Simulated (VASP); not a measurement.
A run of VASP 6.6.1:

Contents of POSCAR:

```
SnTe
1.0
    4.4559750000      0.0000000000      0.0000000000
    2.2279875000      3.8589875486      0.0000000000
    2.2279875000      1.2863291829      3.6382883522
Sn Te
1 1
Direct
    0.0000000000      0.0000000000      0.0000000000
    0.5000000000      0.5000000000      0.5000000000
```

INCAR.step1

```
SYSTEM = SnTe
ALGO     = Normal         ! electronic algorithm
EDIFF    = 1E-4           ! SCF threshold, eV
ENCUT    = 600            ! plane-wave cutoff, eV
GGA      = PE             ! functional
ISMEAR   = 0              ! smearing method
LASPH    = .TRUE.         ! aspherical terms in the spheres
LCHARG   = .FALSE.        ! write CHGCAR
LREAL    = .FALSE.        ! projectors in reciprocal space
LWAVE    = .TRUE.         ! write WAVECAR
NELM     = 60             ! most SCF steps
PREC     = Accurate       ! precision mode
SIGMA    = 0.01           ! smearing width, eV
```

File INCAR.step2:

```
SYSTEM = SnTe
ALGO     = Normal         ! electronic algorithm
EDIFF    = 1E-6           ! SCF threshold, eV
EDIFFG   = -0.01          ! ionic threshold
ENCUT    = 600            ! plane-wave cutoff, eV
IBRION   = 2              ! ionic algorithm
ISIF     = 3              ! what is computed and relaxed
ISMEAR   = 0              ! smearing method
ISTART   = 1            
LASPH    = .TRUE.         ! aspherical terms in the spheres
LCHARG   = .FALSE.        ! write CHGCAR
LMIXTAU  = .TRUE.       
LREAL    = .FALSE.        ! projectors in reciprocal space
LWAVE    = .FALSE.        ! write WAVECAR
METAGGA  = R2SCAN         ! meta-GGA
NELM     = 60             ! most SCF steps
NSW      = 80             ! ionic steps
PREC     = Accurate       ! precision mode
SIGMA    = 0.01           ! smearing width, eV
```

KPOINTS

```
k-points
0
G
  6 6 6
  0 0 0
```

Potentials or basis: VASP PAW PBE potentials, release 64 (Sn_d, Te).

Launch:

```sh
$ cat potpaw_PBE.64/Sn_d/POTCAR potpaw_PBE.64/Te/POTCAR > POTCAR
$ cp INCAR.step1 INCAR
$ mpirun -np 1 vasp_std > vasp.out
$ cp INCAR.step2 INCAR
$ mpirun -np 1 vasp_std > vasp.out
```

Hardware: 1 thread of Intel(R) Xeon(R) Platinum 8559C (Emerald Rapids), on a shared host.

**Question.** How long does it take, and how much memory?

**Answer.** Wall time 2.4 min on 1 thread of Intel(R) Xeon(R) Platinum 8559C (Emerald Rapids) (shared host), peak memory 0.23 GiB. Counts: k points 16, ion steps 3.
